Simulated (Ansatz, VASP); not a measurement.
**Al: VASP beside Ansatz**

File INCAR:

```
SYSTEM = Al
PREC = Accurate
ENCUT = 520
EDIFF = 1E-7
ISMEAR = 0
SIGMA = 0.15
LREAL = .FALSE.
LASPH = .TRUE.
NELM = 60
ALGO = Fast
ISIF = 2
LWAVE = .FALSE.
LCHARG = .FALSE.
GGA = PS
IVDW = 12
NBANDS = 14
```

The input KPOINTS:

```
Automatic mesh
0
G
  18 18 6
  0 0 0
```

The input POSCAR:

```
Al
1.0
    2.9121985842      0.0000000000      0.0000000000
   -1.4560992921      2.5220379548      0.0000000000
    0.0000000000      0.0000000000      9.1821621359
Al
4
Direct
    0.0000000000      0.0000000000      0.0000000000
    0.3333333333      0.6666666667      0.2500000000
    0.0000000000      0.0000000000      0.5000000000
    0.6666666667      0.3333333333      0.7500000000
```

Input for Ansatz:

```yaml
crystal:
  lattice:
    - [2.9121985842, 0.0, 0.0]
    - [-1.4560992921, 2.5220379548, 0.0]
    - [0.0, 0.0, 9.1821621359]
  atoms:
    - { symbol: Al, position: [0.0, 0.0, 0.0] }
    - { symbol: Al, position: [0.3333333333, 0.6666666667, 0.25] }
    - { symbol: Al, position: [0.0, 0.0, 0.5] }
    - { symbol: Al, position: [0.6666666667, 0.3333333333, 0.75] }
basis:
  ecutwfc: 420
kpoints:
  mp_grid: { grid: [18, 18, 6] }
hamiltonian:
  xc: pbesol
  pseudopotentials: { kind: paw, azcp: { folder: soft_1 } }
  dispersion: d3bj
scf:
  occupations: { method: gaussian, width: 0.15 }
output:
  forces: true
  stress: true
  eigenvalues: true
```

Alike in both runs: task single point; functional PBEsol; dispersion D3(BJ); k mesh 18 × 18 × 6; occupations gaussian, width 0.15 eV; no spin polarisation.

```csv
,VASP,Ansatz
version,VASP 6.6.1,Ansatz 0.2.0
potentials or method,"VASP PAW PBE potentials, release 64 (Al), cutoff 520 eV","scalar-relativistic, plane waves, PAW"
valence electrons in the cell,12,12
```

```csv
,VASP,Ansatz,Ansatz less VASP
gap on the k mesh at the Fermi level (eV),none,none,-
pressure (GPa),-5.7,-5.7,-0.07
"traceless stress, the component that is largest in VASP (GPa)",1.72,1.70,-0.016
```

VASP's potentials were made for PBE, not for PBEsol, and Ansatz warns of the same on its side. A gap of «none» marks a metal or a gap that the smearing closes.
